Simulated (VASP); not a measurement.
**Al: relaxation of the atoms with PBE**

Crystal: Al.

```
Al
1.0
     0.00000   -3.23502    0.00000
    -3.23502    0.00000    0.00000
     0.00000    0.00000   -3.23502
Al
2
Direct
  0.36807 0.47245 0.63625
  0.13193 0.02755 0.86375
```

```yaml
Program: VASP 6.6.1
Task: relaxation of the atoms
Functional: PBE
Potentials_or_basis: VASP PAW PBE potentials, release 64 (Al)
Cutoff: 520 eV
k_mesh: 10 × 10 × 10
Occupations: gaussian, width 0.15 eV
Spin: no spin polarisation
Dipole_correction: no
Further_INCAR_settings: ALGO = Fast; EDIFF = 1e-07; IBRION = 2; EDIFFG = -0.01; NSW = 100
```

The energy gained by relaxing is 2993.9 meV/atom and the ionic steps are 13. The pressure after relaxing is 0.3 GPa. The band gap on the k mesh is zero (bands 3 and 4 overlap by 8.77 eV).

Forces on the atoms (eV/Å):
```
Al   0.001  0.001 -0.001
Al  -0.001 -0.001  0.001
```

Step by step:
| step | energy change (eV) | largest force (eV/Å) | pressure (GPa) |
| --- | --- | --- | --- |
| 1 | 0.0000 | 14.9446 | 56.22 |
| 2 | -5.4510 | 1.9111 | 7.92 |
| 3 | -5.4024 | 2.9035 | 7.84 |
| 4 | -5.5519 | 2.0256 | 6.33 |
| 5 | -5.5534 | 1.9672 | 6.35 |
| 6 | -5.8199 | 1.1022 | 2.70 |
| 7 | -5.9371 | 0.6217 | 1.01 |
| 8 | -5.9471 | 0.5658 | 0.85 |
| 9 | -5.9761 | 0.2947 | 0.48 |
| 10 | -5.9869 | 0.0748 | 0.35 |
| 11 | -5.9869 | 0.0742 | 0.35 |
| 12 | -5.9875 | 0.0346 | 0.34 |
| 13 | -5.9877 | 0.0021 | 0.34 |

Final structure:
```
Al
1.0
     0.00000   -3.23502    0.00000
    -3.23502    0.00000    0.00000
     0.00000    0.00000   -3.23502
Al
2
Direct
  0.50005 0.50005 0.49994
  0.99995 0.99995 0.00006
```

Levels at points of the mesh, in eV from the Fermi level:
| k point | band 1 | band 2 | band 3 | band 4 | band 5 | band 6 | band 7 |
| --- | --- | --- | --- | --- | --- | --- | --- |
| (0.00, 0.00, 0.00) | -10.99 | 1.79 | 1.79 | 1.79 | 2.99 | 2.99 | 5.25 |
| (0.50, 0.00, 0.00) | -7.49 | -7.49 | 4.90 | 4.90 | 4.90 | 4.90 | 6.53 |
| (0.00, 0.50, 0.00) | -7.49 | -7.49 | 4.90 | 4.90 | 4.90 | 4.90 | 6.53 |
| (0.00, 0.00, 0.50) | -7.50 | -7.49 | 4.90 | 4.90 | 4.90 | 4.90 | 6.53 |
| (0.50, 0.50, 0.00) | -4.26 | -4.26 | -3.87 | -3.87 | 7.93 | 7.93 | 8.17 |
| (0.00, 0.50, 0.50) | -4.26 | -4.26 | -3.87 | -3.87 | 7.93 | 7.93 | 8.17 |
| (0.50, 0.00, 0.50) | -4.26 | -4.26 | -3.87 | -3.87 | 7.93 | 7.93 | 8.17 |
| (0.50, 0.50, 0.50) | -0.97 | -0.97 | -0.97 | -0.97 | -0.97 | -0.97 | 0.22 |

Run time: 6 min on 1 thread of AMD EPYC 9R45 96-Core Processor (Zen 5) (shared host), peak memory 0.21 GiB.

Caveat: the highest band is partly filled, so the run has too few bands.
